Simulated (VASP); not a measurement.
# CaO (Fm-3m) in VASP: a series of runs

The runs below take CaO through single point, with r2SCAN.

Everything below comes from runs of VASP 6.6.1. Logs are shortened: lines on timing, memory, paths and dates and some standing lists are left out, and cuts for length are marked.

## Step 1: The cell of the first run

The structure is cubic, space group Fm-3m (No. 225). The conventional cell has a = 4.843 Å, b = 4.843 Å, c = 4.843 Å, α = 90.00°, β = 90.00°, γ = 90.00°. Within 3.2 Å of Ca (site symmetry m-3m) lie 6 O at 2.42 Å. O (site symmetry m-3m) has 6 Ca at 2.42 Å within 3.2 Å.

## Step 2: Single point, r2SCAN (14.20 Å³/atom)

File POSCAR:

```
CaO
1.0
    0.0000000000      2.4212870273      2.4212870273
    2.4212870273      0.0000000000      2.4212870273
    2.4212870273      2.4212870273      0.0000000000
Ca O
1 1
Direct
    0.0000000000      0.0000000000      0.0000000000
    0.5000000000      0.5000000000      0.5000000000
```

File INCAR.step1:

```
SYSTEM = CaO
ALGO     = Normal         ! electronic algorithm
EDIFF    = 1E-5           ! SCF threshold, eV
ENCUT    = 910            ! plane-wave cutoff, eV
GGA      = PE             ! functional
GGA_COMPAT= .FALSE.      
ISMEAR   = 0              ! smearing method
LASPH    = .TRUE.         ! aspherical terms in the spheres
LCHARG   = .FALSE.        ! write CHGCAR
LREAL    = .FALSE.        ! projectors in reciprocal space
LWAVE    = .TRUE.         ! write WAVECAR
NBANDS   = 15             ! bands
NELM     = 120            ! most SCF steps
PREC     = Accurate       ! precision mode
SIGMA    = 0.01           ! smearing width, eV
```

File INCAR.step2:

```
SYSTEM = CaO
ALGO     = Normal         ! electronic algorithm
EDIFF    = 1E-6           ! SCF threshold, eV
ENCUT    = 910            ! plane-wave cutoff, eV
GGA_COMPAT= .FALSE.      
ISIF     = 2              ! what is computed and relaxed
ISMEAR   = 0              ! smearing method
ISTART   = 1            
LASPH    = .TRUE.         ! aspherical terms in the spheres
LCHARG   = .FALSE.        ! write CHGCAR
LMIXTAU  = .TRUE.       
LREAL    = .FALSE.        ! projectors in reciprocal space
LWAVE    = .FALSE.        ! write WAVECAR
METAGGA  = R2SCAN         ! meta-GGA
NBANDS   = 15             ! bands
NELM     = 120            ! most SCF steps
PREC     = Accurate       ! precision mode
SIGMA    = 0.01           ! smearing width, eV
```

File KPOINTS:

```
k-points
0
G
  8 8 8
  0 0 0
```

Potentials or basis: VASP PAW PBE potentials, release 64 (Ca_sv, O_h).

Command:

```sh
$ cat potpaw_PBE.64/Ca_sv/POTCAR potpaw_PBE.64/O_h/POTCAR > POTCAR
$ cp INCAR.step1 INCAR
$ mpirun -np 1 vasp_std > vasp.out
$ cp INCAR.step2 INCAR
$ mpirun -np 1 vasp_std > vasp.out
```

OUTCAR:

```text
SYSTEM = CaO
   EDIFF = 1E-6
   ENCUT = 910
   ISIF = 2
   ISMEAR = 0
   ISTART = 1
   LASPH = .TRUE.
   LREAL = .FALSE.
   METAGGA = R2SCAN
   NELM = 120
   PREC = Accurate

 ion  position               nearest neighbor table
   1  0.000  0.000  0.000-
   2  0.500  0.500  0.500-

  LATTYP: Found a face centered cubic cell.
 ALAT       =     4.8425740546

  Lattice vectors:

 A1 = (   0.0000000000,   2.4212870273,   2.4212870273)
 A2 = (   2.4212870273,   0.0000000000,   2.4212870273)
 A3 = (   2.4212870273,   2.4212870273,   0.0000000000)

Analysis of symmetry for initial positions (statically):
=====================================================================
 Subroutine PRICEL returns:
 Original cell was already a primitive cell.

 Routine SETGRP: Setting up the symmetry group for a
 face centered cubic supercell.

 Subroutine GETGRP returns: Found 48 space group operations
 (whereof 48 operations were pure point group operations)
 out of a pool of 48 trial point group operations.

The static configuration has the point symmetry O_h .

Analysis of symmetry for dynamics (positions and initial velocities):
=====================================================================
 Subroutine PRICEL returns:
 Original cell was already a primitive cell.

 Routine SETGRP: Setting up the symmetry group for a
 face centered cubic supercell.

 Subroutine GETGRP returns: Found 48 space group operations
 (whereof 48 operations were pure point group operations)
 out of a pool of 48 trial point group operations.

The dynamic configuration has the point symmetry O_h .

 Subroutine INISYM returns: Found 48 space group operations
 (whereof 48 operations are pure point group operations),
 and found     1 'primitive' translations

----------------------------------------------------------------------------------------

                                     Primitive cell

  volume of cell :      28.3902

  direct lattice vectors                    reciprocal lattice vectors
     0.000000000  2.421287027  2.421287027    -0.206501747  0.206501747  0.206501747
     2.421287027  0.000000000  2.421287027     0.206501747 -0.206501747  0.206501747
     2.421287027  2.421287027  0.000000000     0.206501747  0.206501747 -0.206501747

  length of vectors
     3.424216952  3.424216952  3.424216952     0.357671517  0.357671517  0.357671517

  position of ions in fractional coordinates (direct lattice)
     0.000000000  0.000000000  0.000000000
     0.500000000  0.500000000  0.500000000

[... 87 lines left out ...]
   NELECT =      16.0000    total number of electrons
   NUPDOWN=      -1.0000    fix difference up-down
   EMIN   =  10.00;   EMAX   =-10.00  energy-range for DOS
   EFERMI =   0.00;   METHOD = LEGACY
   ISMEAR =     0;   SIGMA  =   0.01  broadening in eV -4-tet -1-fermi 0-gaus
   EFERMI_NEDOS =   21; number of points for ismear=-14 and -15
   IALGO  =     38    algorithm
   IMIX   =      4    mixing-type and parameters
     AMIX     =   0.40;   BMIX     =  1.00
     AMIX_MAG =   1.60;   BMIX_MAG =  1.00
  volume/ion in A,a.u.               =      14.20        95.79
  Fermi-wavevector in a.u.,A,eV,Ry     =   1.352255  2.555391 24.879521  1.828593
  Thomas-Fermi vector in A             =   2.479609
   LORBIT       =      0    0 simple, 1 ext, 2 COOP (PROOUT), +10 PAW based schemes
   METAGGA = R2SCAN    functional components
   LHFCALC =     F    Hartree Fock is set to
   AEXX    =    0.0000 exact exchange contribution
   IVDW    =     0    specifies the selected vdW correction
   LEPSILON=     F    determine dielectric tensor
   LRPA    =     F    only Hartree local field effects (RPA)
 non-spin polarized calculation
 Gauss-broadening in eV      SIGMA  =   0.01
  energy-cutoff  :      910.00
  volume of cell :       28.39
 maximum number of plane-waves:      1807
 NGX is ok and might be reduce to    36
   NGX = 17   NGY = 17   NGZ = 17

 number of electron      15.9999998 magnetization

 Free energy of the ion-electron system (eV)
  ---------------------------------------------------
  ext. energy  EPLUGINS =         0.00000000
  ---------------------------------------------------
  free energy    TOTEN  =       -19.46055868 eV

  energy without entropy =      -19.46055868  energy(sigma->0) =      -19.46055868

 E-fermi :   2.2730     XC(G=0): -10.9586

 val. band max:        2.1591950645   @ k =   0.0000   0.0000   0.0000
 cond. band min:       6.3567002989   @ k =   0.5000   0.5000   0.0000
 fundamental gap:      4.1975052343
 Fermi energy:         2.2730316610

 k-point     1 :       0.0000    0.0000    0.0000
  band No.  band energies     occupation
      1     -36.9924      2.00000
      2     -16.8994      2.00000
      3     -16.8994      2.00000
      4     -16.8993      2.00000
      5     -14.2732      2.00000
      6       2.1592      2.00000
      7       2.1592      2.00000
      8       2.1592      2.00000
      9       7.3992      0.00000
     10       8.9583      0.00000
     11       8.9583      0.00000
     12       8.9583      0.00000
     13      10.5161      0.00000
     14      10.5161      0.00000
[... 401 lines left out ...]
      2     -17.7705      2.00000
      3     -17.1168      2.00000
      4     -17.0140      2.00000
      5     -13.3710      2.00000
      6       0.1708      2.00000
      7       1.0639      2.00000
      8       1.1398      2.00000
      9       9.4496      0.00000
     10       9.5375      0.00000
     11      11.4780      0.00000
     12      11.6578      0.00000
     13      12.9533      0.00000
     14      14.6690      0.00000
     15      16.7320      0.00000

 [... further k-points ...]

------------------------ aborting loop because EDIFF is reached ----------------------------------------

  FORCE on cell =-STRESS in cart. coord.  units (eV):
  Direction    XX          YY          ZZ          XY          YZ          ZX
  --------------------------------------------------------------------------------------
  -------------------------------------------------------------------------------------
  Total       -0.4368175     -0.4368175     -0.4368175     -0.0000000     -0.0000000      0.0000000
  in kB      -24.6514132    -24.6514132    -24.6514132     -0.0000000     -0.0000000      0.0000000
  external PRESSURE =     -24.6514132 kB  Pullay stress =       0.0000000 kB

 VOLUME and BASIS-vectors are now :
 -----------------------------------------------------------------------------
  energy-cutoff  :      910.00
  volume of cell :       28.39
      direct lattice vectors                 reciprocal lattice vectors
     0.000000000  2.421287027  2.421287027    -0.206501747  0.206501747  0.206501747
     2.421287027  0.000000000  2.421287027     0.206501747 -0.206501747  0.206501747
     2.421287027  2.421287027  0.000000000     0.206501747  0.206501747 -0.206501747

 POSITION                                       TOTAL-FORCE (eV/Angst)
 -----------------------------------------------------------------------------------
      0.00000      0.00000      0.00000         0.000000      0.000000     -0.000000
      2.42129      2.42129      2.42129         0.000000      0.000000      0.000000
 -----------------------------------------------------------------------------------
    total drift:                                0.000000      0.000000      0.000000

  FREE ENERGIE OF THE ION-ELECTRON SYSTEM (eV)
  ---------------------------------------------------
  free  energy   TOTEN  =       -19.4605586794 eV

  energy  without entropy=      -19.4605586794  energy(sigma->0) =      -19.46055868
```

OUTCAR.step1:

```text
SYSTEM = CaO
   EDIFF = 1E-5
   ENCUT = 910
   GGA = PE
   ISMEAR = 0
   LASPH = .TRUE.
   LREAL = .FALSE.
[... 653 lines left out ...]
      0.00000      0.00000      0.00000        -0.000000     -0.000000     -0.000000
      2.42129      2.42129      2.42129         0.000000      0.000000      0.000000
 -----------------------------------------------------------------------------------
    total drift:                                0.000000      0.000000      0.000000

  FREE ENERGIE OF THE ION-ELECTRON SYSTEM (eV)
  ---------------------------------------------------
  free  energy   TOTEN  =       -12.8119892379 eV

  energy  without entropy=      -12.8119892379  energy(sigma->0) =      -12.81198924
```

Wall time 1.8 min (1 thread of Intel Xeon Platinum 8259CL at 2.50GHz (Skylake/Cascade Lake), shared host); peak memory 0.23 GiB.

What came out:

```
Free energy            : -19.4606 eV
Pressure               : -2.5 GPa
Band gap on the k mesh : 4.20 eV (least direct gap 4.58 eV)
```

Levels at points of the mesh, in eV from the valence-band top:
```csv
k point,band 6,band 7,band 8,band 9,band 10,band 11
"(0.00, 0.00, 0.00)",0.00,0.00,0.00,5.24,6.80,6.80
"(0.50, 0.00, 0.00)",-2.55,-1.15,-1.15,7.59,8.92,8.92
"(0.50, 0.50, 0.00)",-1.30,-0.38,-0.38,4.20,8.59,9.50
```

Caveat: the cutoff is under 1.25 times the usual one of these potentials, so pressure, stress and relaxed cells hold a basis-set (Pulay) error; the PAW data sets were made with another functional, which shifts forces and pressure a little. A k mesh can miss the band edges.

## Step 3: Single point, r2SCAN

This run uses another cell than the first one, of 13.78 Å³/atom.

File POSCAR:

```
CaO
1.0
    0.0000000000      2.3975473904      2.3975473904
    2.3975473904      0.0000000000      2.3975473904
    2.3975473904      2.3975473904      0.0000000000
Ca O
1 1
Direct
    0.0000000000      0.0000000000      0.0000000000
    0.5000000000      0.5000000000      0.5000000000
```

File INCAR.step1:

```
SYSTEM = CaO
PREC = Accurate ; ENCUT = 910
ISMEAR = 0 ; SIGMA = 0.01
LREAL = .FALSE. ; LASPH = .TRUE.
NELM = 120 ; NBANDS = 15
GGA = PE ; ALGO = Normal
EDIFF = 1E-5 ; LWAVE = .TRUE.
LCHARG = .FALSE. ; GGA_COMPAT = .FALSE.
```

File INCAR.step2:

```
SYSTEM = CaO
PREC = Accurate ; ENCUT = 910
EDIFF = 1E-6 ; ISMEAR = 0
SIGMA = 0.01 ; LREAL = .FALSE.
LASPH = .TRUE. ; NELM = 120
ALGO = Normal ; ISIF = 2
LWAVE = .FALSE. ; LCHARG = .FALSE.
METAGGA = R2SCAN ; LMIXTAU = .TRUE.
NBANDS = 15 ; ISTART = 1
GGA_COMPAT = .FALSE.
```

File KPOINTS:

```
Automatic mesh
0
G
  10 10 10
  0 0 0
```

Potentials or basis: VASP PAW PBE potentials, release 64 (Ca_sv, O_h).

Command:

```sh
$ cat potpaw_PBE.64/Ca_sv/POTCAR potpaw_PBE.64/O_h/POTCAR > POTCAR
$ cp INCAR.step1 INCAR
$ mpirun -np 1 vasp_std > vasp.out
$ cp INCAR.step2 INCAR
$ mpirun -np 1 vasp_std > vasp.out
```

OUTCAR:

```text
SYSTEM = CaO
   PREC = Accurate
   ENCUT = 910
   EDIFF = 1E-6
   ISMEAR = 0
   LREAL = .FALSE.
   LASPH = .TRUE.
   NELM = 120
   ISIF = 2
   METAGGA = R2SCAN
   ISTART = 1

 ion  position               nearest neighbor table
   1  0.000  0.000  0.000-
   2  0.500  0.500  0.500-

  LATTYP: Found a face centered cubic cell.
 ALAT       =     4.7950947808

  Lattice vectors:

 A1 = (   0.0000000000,   2.3975473904,   2.3975473904)
[... 615 lines left out ...]
     15      19.1089      0.00000

 [... further k-points ...]

------------------------ aborting loop because EDIFF is reached ----------------------------------------

  FORCE on cell =-STRESS in cart. coord.  units (eV):
  Direction    XX          YY          ZZ          XY          YZ          ZX
  --------------------------------------------------------------------------------------
  -------------------------------------------------------------------------------------
  Total        0.1540939      0.1540939      0.1540939      0.0000000      0.0000000      0.0000000
  in kB        8.9570386      8.9570386      8.9570386      0.0000000      0.0000000      0.0000000
  external PRESSURE =       8.9570386 kB  Pullay stress =       0.0000000 kB

 VOLUME and BASIS-vectors are now :
 -----------------------------------------------------------------------------
  energy-cutoff  :      910.00
  volume of cell :       27.56
      direct lattice vectors                 reciprocal lattice vectors
     0.000000000  2.397547390  2.397547390    -0.208546451  0.208546451  0.208546451
     2.397547390  0.000000000  2.397547390     0.208546451 -0.208546451  0.208546451
     2.397547390  2.397547390  0.000000000     0.208546451  0.208546451 -0.208546451

 POSITION                                       TOTAL-FORCE (eV/Angst)
 -----------------------------------------------------------------------------------
      0.00000      0.00000      0.00000        -0.000000      0.000000     -0.000000
      2.39755      2.39755      2.39755         0.000000     -0.000000      0.000000
 -----------------------------------------------------------------------------------
    total drift:                                0.000000      0.000000      0.000000

  FREE ENERGIE OF THE ION-ELECTRON SYSTEM (eV)
  ---------------------------------------------------
  free  energy   TOTEN  =       -19.4635022417 eV

  energy  without entropy=      -19.4635022417  energy(sigma->0) =      -19.46350224
```

OUTCAR.step1:

```text
SYSTEM = CaO
   PREC = Accurate
   ENCUT = 910
   ISMEAR = 0
   LREAL = .FALSE.
   LASPH = .TRUE.
[... 654 lines left out ...]
      0.00000      0.00000      0.00000        -0.000000     -0.000000     -0.000000
      2.39755      2.39755      2.39755         0.000000      0.000000      0.000000
 -----------------------------------------------------------------------------------
    total drift:                                0.000000      0.000000      0.000000

  FREE ENERGIE OF THE ION-ELECTRON SYSTEM (eV)
  ---------------------------------------------------
  free  energy   TOTEN  =       -12.8042369414 eV

  energy  without entropy=      -12.8042369414  energy(sigma->0) =      -12.80423694
```

Wall time 2.7 min (1 thread of Intel Xeon Platinum 8259CL at 2.50GHz (Skylake/Cascade Lake), shared host); peak memory 0.24 GiB.

Results:

| Item | Value |
| --- | --- |
| Free energy | -19.4635 eV |
| Pressure | 0.9 GPa |
| Band gap on the k mesh | 4.19 eV (least direct gap 4.56 eV) |

Caveat: the cutoff is under 1.25 times the usual one of these potentials, so pressure, stress and relaxed cells hold a basis-set (Pulay) error; the PAW data sets were made with another functional, which shifts forces and pressure a little. r2SCAN opens gaps a little over a GGA but as a rule still falls short of measured ones.
